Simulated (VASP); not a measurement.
# ZrS (I4/mmm) in VASP: single point with PBEsol

Aim: the single point of ZrS with PBEsol.

Program: VASP 6.6.1. These are calculated values, not measurements. Logs are shortened: lines on timing, memory, paths and dates and some standing lists are left out, and cuts for length are marked.

## (1) The cell of the first run

It takes space group I4/mmm (No. 139, tetragonal). The conventional cell has a = 3.712 Å, b = 3.712 Å, c = 5.460 Å, α = 90.00°, β = 90.00°, γ = 90.00°. Within 3.5 Å of Zr (site symmetry 4/mmm) lie 6 S at 2.62 to 2.73 Å. S (site symmetry 4/mmm) has 6 Zr at 2.62 to 2.73 Å within 3.5 Å.

## (2) Single point, PBEsol (strain +0.000 along x and y, +0.040 along z)

File INCAR:

```
SYSTEM = ZrS
PREC = Accurate
ENCUT = 520
EDIFF = 1E-6
ISMEAR = 0
SIGMA = 0.15
LREAL = .False.
LASPH = .True.
NELM = 100
ALGO = Normal
ISIF = 2
LWAVE = .False.
LCHARG = .False.
GGA = PS
NBANDS = 16
```

File KPOINTS:

```
Automatic mesh
0
Gamma
  16 16 16
  0 0 0
```

File POSCAR:

```
ZrS
1.0
    0.0000000000      2.6250000000      2.7300000000
    2.6250000000      0.0000000000      2.7300000000
    2.6250000000      2.6250000000      0.0000000000
Zr S
1 1
Direct
    0.0000000000      0.0000000000      0.0000000000
    0.5000000000      0.5000000000      0.5000000000
```

Potentials or basis: VASP PAW PBE potentials, release 64 (Zr_sv, S).

On the command line:

```console
> cat potpaw_PBE.64/Zr_sv/POTCAR potpaw_PBE.64/S/POTCAR > POTCAR
> mpirun -np 1 vasp_std > vasp.out
```

OUTCAR:

```text
SYSTEM = ZrS
   PREC = Accurate
   ENCUT = 520
   EDIFF = 1E-6
   ISMEAR = 0
   LREAL = .False.
   LASPH = .True.
   NELM = 100
   ISIF = 2
   GGA = PS

 ion  position               nearest neighbor table
   1  0.000  0.000  0.000-   2 2.62   2 2.62   2 2.62   2 2.62   2 2.73   2 2.73
   2  0.500  0.500  0.500-   1 2.62   1 2.62   1 2.62   1 2.62   1 2.73   1 2.73

  LATTYP: Found a body centered tetragonal cell.
 ALAT       =     3.7123106012
 C/A-ratio  =     1.4707821049

  Lattice vectors:

 A1 = (  -2.6250000000,   0.0000000000,   2.7300000000)
 A2 = (   2.6250000000,   0.0000000000,   2.7300000000)
 A3 = (   0.0000000000,   2.6250000000,  -2.7300000000)

Analysis of symmetry for initial positions (statically):
=====================================================================
 Subroutine PRICEL returns:
 Original cell was already a primitive cell.

 Routine SETGRP: Setting up the symmetry group for a
 body centered tetragonal supercell.

 Subroutine GETGRP returns: Found 16 space group operations
 (whereof 16 operations were pure point group operations)
 out of a pool of 16 trial point group operations.

The static configuration has the point symmetry D_4h.

Analysis of symmetry for dynamics (positions and initial velocities):
=====================================================================
 Subroutine PRICEL returns:
 Original cell was already a primitive cell.

 Routine SETGRP: Setting up the symmetry group for a
 body centered tetragonal supercell.

 Subroutine GETGRP returns: Found 16 space group operations
 (whereof 16 operations were pure point group operations)
 out of a pool of 16 trial point group operations.

The dynamic configuration has the point symmetry D_4h.

 Subroutine INISYM returns: Found 16 space group operations
 (whereof 16 operations are pure point group operations),
 and found     1 'primitive' translations

----------------------------------------------------------------------------------------

                                     Primitive cell

  volume of cell :      37.6228

  direct lattice vectors                    reciprocal lattice vectors
     0.000000000  2.625000000  2.730000000    -0.190476190  0.190476190  0.183150183
     2.625000000  0.000000000  2.730000000     0.190476190 -0.190476190  0.183150183
     2.625000000  2.625000000  0.000000000     0.190476190  0.190476190 -0.183150183

  length of vectors
     3.787284647  3.787284647  3.712310601     0.325739693  0.325739693  0.325739693

  position of ions in fractional coordinates (direct lattice)
     0.000000000  0.000000000  0.000000000
     0.500000000  0.500000000  0.500000000

  ion indices of the primitive-cell ions
   primitive index   ion index
                 1           1
                 2           2

----------------------------------------------------------------------------------------

 KPOINTS: Automatic mesh

Automatic generation of k-mesh.
 Grid dimensions read from file:
 generate k-points for:   16   16   16

 Generating k-lattice:

  Cartesian coordinates                     Fractional coordinates (reciprocal lattice)
    -0.011904762  0.011904762  0.011446886     0.062500000  0.000000000  0.000000000
     0.011904762 -0.011904762  0.011446886     0.000000000  0.062500000  0.000000000
     0.011904762  0.011904762 -0.011446886    -0.000000000 -0.000000000  0.062500000

  Length of vectors
     0.020358731  0.020358731  0.020358731

  Shift w.r.t. Gamma in fractional coordinates (k-lattice)
     0.000000000  0.000000000  0.000000000

 Subroutine IBZKPT returns following result:
 ===========================================

 Found    349 irreducible k-points:

 Following reciprocal coordinates:
            Coordinates               Weight
  0.000000  0.000000  0.000000      1.000000
  0.062500 -0.000000  0.000000      8.000000
  0.125000 -0.000000  0.000000      8.000000
  0.187500  0.000000  0.000000      8.000000
  0.250000 -0.000000  0.000000      8.000000
  0.312500  0.000000  0.000000      8.000000
[... 16 lines left out ...]
 -0.125000  0.062500  0.000000      8.000000
 -0.062500  0.062500  0.000000      4.000000
 [... further k-points ...]
   k-points           NKPTS =    349   k-points in BZ     NKDIM =    349   number of bands    NBANDS=     16
   number of dos      NEDOS =    301   number of ions     NIONS =      2
   total plane-waves  NPLWV =  21952
   dimension x,y,z NGX =    28 NGY =   28 NGZ =   28
   dimension x,y,z NGXF=    56 NGYF=   56 NGZF=   56
   ions per type =               1   1
   NGX,Y,Z   is equivalent  to a cutoff of  12.29, 12.29, 12.54 a.u.
   NGXF,Y,Z  is equivalent  to a cutoff of  24.58, 24.58, 25.08 a.u.
 SYSTEM =  ZrS
   PREC   = accura    normal or accurate (medium, high low for compatibility)
   ISTART =      0    job   : 0-new  1-cont  2-samecut
   ICHARG =      2    charge: 1-file 2-atom 10-const
   ISPIN  =      1    spin polarized calculation?
   LNONCOLLINEAR =      F non collinear calculations
   LSORBIT =      F    spin-orbit coupling
   LASPH  =      T    aspherical Exc in radial PAW
   ENCUT  =  520.0 eV  38.22 Ry    6.18 a.u.   7.04  7.04  6.90*2*pi/ulx,y,z
   NELM   =    100;   NELMIN=  2; NELMDL= -5     # of ELM steps
   EDIFF  = 0.1E-05   stopping-criterion for ELM
   LREAL  =      F    real-space projection
   EDIFFG = 0.1E-04   stopping-criterion for IOM
   NSW    =      0    number of steps for IOM
   IBRION =     -1    ionic relax: 0-MD 1-quasi-New 2-CG
   NFREE  =      0    steps in history (QN), initial steepest desc. (CG)
   ISIF   =      2    stress and relaxation
   ISYM   =      2    0-nonsym 1-usesym 2-fastsym
   POTIM  = 0.5000    time-step for ionic-motion
   TEBEG  =    0.0;   TEEND  =   0.0 temperature during run
   PSTRESS=    0.0 pullay stress
   NELECT =      18.0000    total number of electrons
   NUPDOWN=      -1.0000    fix difference up-down
   EMIN   =  10.00;   EMAX   =-10.00  energy-range for DOS
   EFERMI =   0.00;   METHOD = LEGACY
   ISMEAR =     0;   SIGMA  =   0.15  broadening in eV -4-tet -1-fermi 0-gaus
   EFERMI_NEDOS =   21; number of points for ismear=-14 and -15
   IALGO  =     38    algorithm
   IMIX   =      4    mixing-type and parameters
     AMIX     =   0.40;   BMIX     =  1.00
     AMIX_MAG =   1.60;   BMIX_MAG =  1.00
  volume/ion in A,a.u.               =      18.81       126.95
  Fermi-wavevector in a.u.,A,eV,Ry     =   1.280409  2.419621 22.306019  1.639446
  Thomas-Fermi vector in A             =   2.412838
   LORBIT       =      0    0 simple, 1 ext, 2 COOP (PROOUT), +10 PAW based schemes
   GGA     = PS    functional components
   LHFCALC =     F    Hartree Fock is set to
   AEXX    =    0.0000 exact exchange contribution
   IVDW    =     0    specifies the selected vdW correction
   LEPSILON=     F    determine dielectric tensor
   LRPA    =     F    only Hartree local field effects (RPA)
 non-spin polarized calculation
 Gauss-broadening in eV      SIGMA  =   0.15
  energy-cutoff  :      520.00
  volume of cell :       37.62
 maximum number of plane-waves:      1038
   NGX = 15   NGY = 15   NGZ = 13

 number of electron      18.0000002 magnetization

 Free energy of the ion-electron system (eV)
  ---------------------------------------------------
  ext. energy  EPLUGINS =         0.00000000
  ---------------------------------------------------
  free energy    TOTEN  =       -16.39054701 eV

  energy without entropy =      -16.37565856  energy(sigma->0) =      -16.38310278

 E-fermi :  10.1146     XC(G=0): -11.2709

 val. band max:       10.1112130455   @ k =  -0.1250   0.1875   0.0625
 cond. band min:      10.1174533964   @ k =  -0.0625   0.2500   0.1875
 fundamental gap:      0.0062403509
 Fermi energy:        10.1145859230

 k-point     1 :       0.0000    0.0000    0.0000
  band No.  band energies     occupation
      1     -39.8468      2.00000
      2     -17.8453      2.00000
      3     -17.8453      2.00000
      4     -17.8295      2.00000
      5      -5.5182      2.00000
      6       6.5807      2.00000
[... 8 lines left out ...]
     15      17.2466      0.00000
     16      21.9798      0.00000

 k-point     2 :       0.0625   -0.0000    0.0000
  band No.  band energies     occupation
      1     -39.8460      2.00000
      2     -17.8552      2.00000
      3     -17.8459      2.00000
      4     -17.8327      2.00000
      5      -5.4721      2.00000
      6       6.3131      2.00000
[... 8 lines left out ...]
     15      17.4034      0.00000
     16      21.6395      0.00000

 k-point     3 :       0.1250   -0.0000    0.0000
  band No.  band energies     occupation
      1     -39.8437      2.00000
      2     -17.8871      2.00000
      3     -17.8479      2.00000
      4     -17.8380      2.00000
      5      -5.3385      2.00000
      6       5.6312      2.00000
[... 8 lines left out ...]
     15      17.7940      0.00000
     16      20.8902      0.00000

 k-point     4 :       0.1875    0.0000    0.0000
  band No.  band energies     occupation
      1     -39.8402      2.00000
      2     -17.9360      2.00000
      3     -17.8508      2.00000
      4     -17.8442      2.00000
      5      -5.1310      2.00000
      6       4.8294      2.00000
[... 8 lines left out ...]
     15      18.0615      0.00000
     16      20.2739      0.00000
[... 324 lines left out ...]
 k-point    22 :      -0.1875    0.0625    0.0000
  band No.  band energies     occupation
      1     -39.8381      2.00000
      2     -17.9653      2.00000
      3     -17.8528      2.00000
      4     -17.8480      2.00000
      5      -4.9989      2.00000
      6       4.4118      2.00000
[... 8 lines left out ...]
     15      18.0493      0.00000
     16      19.4828      0.00000

 k-point    23 :      -0.1250    0.0625    0.0000
  band No.  band energies     occupation
      1     -39.8418      2.00000
      2     -17.9149      2.00000
      3     -17.8457      2.00000
      4     -17.8439      2.00000
      5      -5.2252      2.00000
      6       5.1514      2.00000
[... 8 lines left out ...]
     15      18.0113      0.00000
     16      20.4603      0.00000

 k-point    24 :      -0.0625    0.0625    0.0000
  band No.  band energies     occupation
      1     -39.8446      2.00000
      2     -17.8768      2.00000
      3     -17.8450      2.00000
      4     -17.8360      2.00000
      5      -5.3888      2.00000
      6       5.8432      2.00000
[... 8 lines left out ...]
     15      17.6480      0.00000
     16      21.2894      0.00000

 [... further k-points ...]

------------------------ aborting loop because EDIFF is reached ----------------------------------------

  FORCE on cell =-STRESS in cart. coord.  units (eV):
  Direction    XX          YY          ZZ          XY          YZ          ZX
  --------------------------------------------------------------------------------------
  -------------------------------------------------------------------------------------
  Total       -1.8360959     -1.8360959     -3.3895280      0.0000000      0.0000000     -0.0000000
  in kB      -78.1906260    -78.1906260   -144.3439380      0.0000000      0.0000000     -0.0000000
  external PRESSURE =    -100.2417300 kB  Pullay stress =       0.0000000 kB

 VOLUME and BASIS-vectors are now :
 -----------------------------------------------------------------------------
  energy-cutoff  :      520.00
  volume of cell :       37.62
      direct lattice vectors                 reciprocal lattice vectors
     0.000000000  2.625000000  2.730000000    -0.190476190  0.190476190  0.183150183
     2.625000000  0.000000000  2.730000000     0.190476190 -0.190476190  0.183150183
     2.625000000  2.625000000  0.000000000     0.190476190  0.190476190 -0.183150183

 POSITION                                       TOTAL-FORCE (eV/Angst)
 -----------------------------------------------------------------------------------
      0.00000      0.00000      0.00000         0.000000     -0.000000     -0.000000
      2.62500      2.62500      2.73000        -0.000000      0.000000      0.000000
 -----------------------------------------------------------------------------------
    total drift:                                0.000000      0.000000      0.000000

  FREE ENERGIE OF THE ION-ELECTRON SYSTEM (eV)
  ---------------------------------------------------
  free  energy   TOTEN  =       -16.3905470110 eV

  energy  without entropy=      -16.3756585554  energy(sigma->0) =      -16.38310278
```

Wall time 79 s (1 thread of AMD EPYC 9R45 (Zen 5), shared host); peak memory 0.28 GiB.

Results:

```
Free energy            : -16.3905 eV
Pressure               : -10.0 GPa
Band gap on the k mesh : zero (bands 9 and 10 overlap by 2.55 eV)
```

Stress tensor (GPa, compression positive):
```
 -7.82   0.00   0.00
  0.00  -7.82   0.00
  0.00   0.00 -14.43
```

Caveat: the cell differs from its parent crystal (strain +0.000 along x and y, +0.040 along z); the cell stands under tension; the PAW data sets were made with another functional, which shifts forces and pressure a little.
